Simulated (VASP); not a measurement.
YMg2O2, 5 atoms in the cell. The structure is hexagonal, space group P6/mmm (No. 191). The conventional cell has a = 4.174 Å, b = 4.174 Å, c = 5.777 Å, α = 90.00°, β = 90.00°, γ = 120.00°. Y (site symmetry 6/mmm) has 2 O at 2.20 Å within 2.9 Å. Within 3.2 Å of Mg (site symmetry -6m2) lie 3 Mg at 2.41 Å and 6 O at 2.51 Å. Within 1.8 Å of O (site symmetry 6mm) lie 1 O at 1.38 Å. The cell was generated, and may not be a known phase.

```yaml
Program: VASP 6.6.1
Task: single point
Functional: PBE
Potentials_or_basis: VASP PAW PBE potentials, release 64 (Y_sv, Mg_sv, O)
Cutoff: 840 eV
k_mesh: 6 × 6 × 4
Occupations: gaussian, width 0.1 eV
Spin: no spin polarisation
Dipole_correction: no
Further_INCAR_settings: ALGO = Normal; EDIFF = 1e-06; NBANDS = 30
```

Potentials or basis: VASP PAW PBE potentials, release 64 (Y_sv, Mg_sv, O).

The run is started by

```console
$ cat potpaw_PBE.64/Y_sv/POTCAR potpaw_PBE.64/Mg_sv/POTCAR potpaw_PBE.64/O/POTCAR > POTCAR
$ mpirun -np 1 vasp_std > vasp.out
```

Hardware: 1 thread of Intel(R) Xeon(R) 6975P-C (Granite Rapids) (shared host).

Q: Estimate the wall time of this run.

A: Run time: 64 s on 1 thread of Intel(R) Xeon(R) 6975P-C (Granite Rapids) (shared host), peak memory 0.37 GiB. Counts: scf iterations 14, k points 21.
